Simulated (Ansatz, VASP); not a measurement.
**One calculation of SnSe2, two programs**

```xyz
3
Lattice="4.1159 0.0000 0.0000 -2.0579 3.5645 0.0000 0.0000 0.0000 6.6280" Properties=species:S:1:pos:R:3 pbc="T T T"
Sn    0.0000    0.0000    0.0000
Se    0.0000    2.3763    1.6570
Se    2.0579    1.1882    4.9710
```

Change from the starting cell: strain +0.080 along x and y, +0.080 along z, atoms carried along.

Alike in both runs: task single point; functional PBE; dispersion D3(BJ); k mesh 9 × 9 × 6; occupations gaussian, width 0.05 eV; no spin polarisation.

```csv
,VASP,Ansatz
version,VASP 6.6.1,Ansatz 0.2.0
potentials or method,"VASP PAW PBE potentials, release 64 (Sn_d, Se), cutoff 520 eV","scalar-relativistic, plane waves, PAW"
valence electrons in the cell,26,46
```

|  | VASP | Ansatz | Ansatz less VASP |
| --- | --- | --- | --- |
| gap on the k mesh at the Fermi level (eV) | 0.28 | 0.29 | +0.005 |
| least direct gap on the mesh (eV) | 0.39 | 0.40 | +0.007 |
| pressure (GPa) | -7.5 | -7.5 | -0.02 |
| traceless stress, the component that is largest in VASP (GPa) | 0.97 | 0.97 | -0.002 |
| rms of the force components (eV/Å) | 0.413 | 0.416 | +0.0028 |

Atom by atom the forces differ by 0.003 eV/Å (rms over components). VASP's potentials hold 26 valence electrons a cell and Ansatz's 46, so a difference there can come from the potentials and not from the codes.
